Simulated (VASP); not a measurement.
Runs of VASP 6.6.1 on GaN. The structure is that of space group F-43m (No. 216), or close to it. The cells are those of the table. 

| level | cell | k mesh | smearing | gap on the mesh (eV) | pressure (GPa) | largest force (eV/Å) |
| --- | --- | --- | --- | --- | --- | --- |
| PBE | a = 3.182 Å, angles 60.6°, 2 atoms | 10 × 10 × 10 | fermi-dirac 0.02 eV | 1.60 | 3.3 | 0.01 |
| r2SCAN | a = 3.190 Å, angles 62.5°, 2 atoms | 10 × 10 × 10 | gaussian 0.01 eV | 1.49 | (a) | 0.02 |
| PBE | a = 3.190 Å, angles 62.5°, 2 atoms | 6 × 6 × 6 | gaussian 0.01 eV | 1.11 | -4.4 | 0.04 |
| PBE | a = 3.179 Å, angles 59.4°, 2 atoms | 10 × 10 × 10 | fermi-dirac 0.02 eV | 1.83 | 9.5 | 0.01 |
| PBE | a = 3.179 Å, angles 59.4°, 2 atoms | 6 × 6 × 6 | gaussian 0.01 eV | 1.82 | 9.4 | 0.01 |
| r2SCAN | a = 3.184 Å, angles 61.2°, 2 atoms | 10 × 10 × 10 | gaussian 0.01 eV | 1.82 | -4.6 | 0.02 |
| PBE | a = 3.178 Å, angles 58.1°, 2 atoms | 10 × 10 × 10 | fermi-dirac 0.02 eV | 1.89 | (b) | 0.03 |
| PBE | a = 3.178 Å, angles 58.7°, 2 atoms | 10 × 10 × 10 | fermi-dirac 0.02 eV | 1.87 | 12.9 | 0.02 |

Alike in all rows: task single point; potentials or basis VASP PAW PBE potentials, release 64 (Ga_d, N); no spin polarisation; cutoff (eV) 520.

Estimate the missing entries.

(a) -9.6; (b) 16.6.

Caveats: the PAW data sets were made with another functional, which shifts forces and pressure a little (some runs).

A k mesh can miss the band edges, and the runs leave out spin-orbit coupling on Ga.
